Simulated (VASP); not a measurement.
Set up this calculation in VASP 6.6.1, as the native input.

```yaml
Task: relaxation of cell and atoms
Functional: PBE
Potentials_or_basis: VASP PAW PBE potentials, release 64 (H, W_sv, Cl)
Cutoff: 600 eV
k_mesh: 3 × 3 × 3
Occupations: gaussian, width 0.2 eV
Spin: no spin polarisation
Dipole_correction: no
Further_INCAR_settings: ALGO = Normal; EDIFF = 1e-06; IBRION = 2; EDIFFG = -0.08; NSW = 36; ISIF = 3
```

The structure of H3WCl4 lies in POSCAR:

```
H3WCl4
1.0
    3.4500000000      1.9918584300      3.5900000000
   -3.4500000000      1.9918584300      3.5900000000
    0.0000000000     -3.9837168600      3.5900000000
H W Cl
3 1 4
Direct
    0.8130000000      0.8130000000      0.2150000000
    0.8130000000      0.2150000000      0.8130000000
    0.2150000000      0.8130000000      0.8130000000
    0.0000000000      0.0000000000      0.0000000000
    0.7860000000      0.7860000000      0.7860000000
    0.2530000000      0.7070000000      0.2530000000
    0.7070000000      0.2530000000      0.2530000000
    0.2530000000      0.2530000000      0.7070000000
```

One way to write it, as run:

INCAR

```
SYSTEM = H3WCl4
PREC = Accurate
ENCUT = 600
EDIFF = 1E-6
ISMEAR = 0
SIGMA = 0.2
LREAL = .False.
LASPH = .True.
NELM = 80
ALGO = Normal
ISIF = 3
LWAVE = .False.
LCHARG = .False.
GGA = PE
IBRION = 2
NSW = 36
EDIFFG = -0.08
```

KPOINTS

```
Automatic mesh
0
Gamma
  3 3 3
  0 0 0
```

Potentials or basis: VASP PAW PBE potentials, release 64 (H, W_sv, Cl).

Command:

```bash
$ cat potpaw_PBE.64/H/POTCAR potpaw_PBE.64/W_sv/POTCAR potpaw_PBE.64/Cl/POTCAR > POTCAR
$ mpirun -np 1 vasp_std > vasp.out
```

Results of the run:

* Relaxed volume: 24.62 Å³/atom
* Relaxed cell: a = 5.911 Å, b = 5.911 Å, c = 5.911 Å, α = 79.30°, β = 79.30°, γ = 79.30°
* Space group after relaxing (to 0.1 Å): R3m (No. 160)
* Energy gained by relaxing: 166.9 meV/atom
* Ionic steps: 35
* Pressure after relaxing: -0.1 GPa
* Largest force after relaxing: 0.065 eV/Å
* Band gap on the k mesh: zero (an odd number of electrons rules out a gap without spin polarisation)

Caveat: the k points lie up to 0.37 Å⁻¹ apart in the final cell, too coarse for converged energies and pressures of a metal; the volume moved by over 15 % at a fixed basis, so the end points are rough; spin-orbit coupling is left out, which moves the levels of the heavy elements; this functional lacks dispersion, which binds layers or chains, so the pressure and a relaxed spacing across them are unreliable; an odd number of electrons without spin polarisation forces a metal; a magnetic or distorted state may lie lower; the relaxation stopped at a loose force limit of 0.08 eV/Å, so its end isn't a converged minimum.

It took 7.8 min on 1 thread of Intel(R) Xeon(R) 6975P-C (Granite Rapids), on a shared host, peak memory 0.35 GiB.
